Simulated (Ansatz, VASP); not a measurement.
# Mn in VASP and in Ansatz

File INCAR:

```
SYSTEM = Mn
PREC     = Accurate       ! precision mode
ENCUT    = 520            ! plane-wave cutoff, eV
EDIFF    = 1E-6           ! SCF threshold, eV
ISMEAR   = -1             ! smearing method
SIGMA    = 0.05           ! smearing width, eV
LREAL    = .False.        ! projectors in reciprocal space
LASPH    = .True.         ! aspherical terms in the spheres
NELM     = 150            ! most SCF steps
ALGO     = Normal         ! electronic algorithm
ISIF     = 2              ! what is computed and relaxed
LWAVE    = .False.        ! write WAVECAR
LCHARG   = .False.        ! write CHGCAR
ISPIN    = 2              ! spin polarisation
MAGMOM   = 3 3            ! initial moments
LORBIT   = 11             ! projections on sites
NUPDOWN  = 6.0            ! fixed moment
LMAXMIX  = 4              ! l up to which the mixer works
GGA      = PE             ! functional
NBANDS   = 24             ! bands
```

KPOINTS

```
regular mesh
0
Gamma
  12 12 7
  0 0 0
```

The input POSCAR:

```
Mn
1.0
    2.4836457705      0.0000000000      0.0000000000
   -1.2418228853      2.1509003313      0.0000000000
    0.0000000000      0.0000000000      4.0261950000
Mn
2
Direct
    0.3333333333      0.6666666667      0.2500000000
    0.6666666667      0.3333333333      0.7500000000
```

File input.yaml:

```yaml
crystal:
  lattice:
    - [2.4836457705, 0.0, 0.0]
    - [-1.2418228853, 2.1509003313, 0.0]
    - [0.0, 0.0, 4.026195]
  atoms:
    - { symbol: Mn, position: [0.3333333333, 0.6666666667, 0.25], spin: 3.0 }
    - { symbol: Mn, position: [0.6666666667, 0.3333333333, 0.75], spin: 3.0 }
kpoints:
  mp_grid: { grid: [12, 12, 7] }
scf:
  occupations: { method: fermi_dirac, width: 0.05 }
hamiltonian:
  xc: pbe
  pseudopotentials: { kind: all_electron, lapw: { basis_error: 0.001 } }
magnetization:
  spin_polarized: true
  initial_magnetization: 6.0
  spin_locking: { lock_magnetization: hard }
output:
  forces: true
  stress: true
  eigenvalues: true
```

Alike in both runs: task single point; functional PBE; k mesh 12 × 12 × 7; occupations fermi-dirac, width 0.05 eV; collinear spin; fixed moment 6 μB.

```csv
,VASP,Ansatz
version,VASP 6.6.1,Ansatz 0.2.0
potentials or method,"VASP PAW PBE potentials, release 64 (Mn_pv), cutoff 520 eV","all-electron LAPW, scalar-relativistic"
```

Ansatz gave:

* size of the moment on the site where the two differ most (μB): 2.93

Question: What did VASP give for the same quantities?

Answer: Size of the moment on the site where the two differ most (μB): 2.89.

Site moments also hang on the region over which each program counts them. Ansatz ran all-electron here, and VASP with PAW potentials.
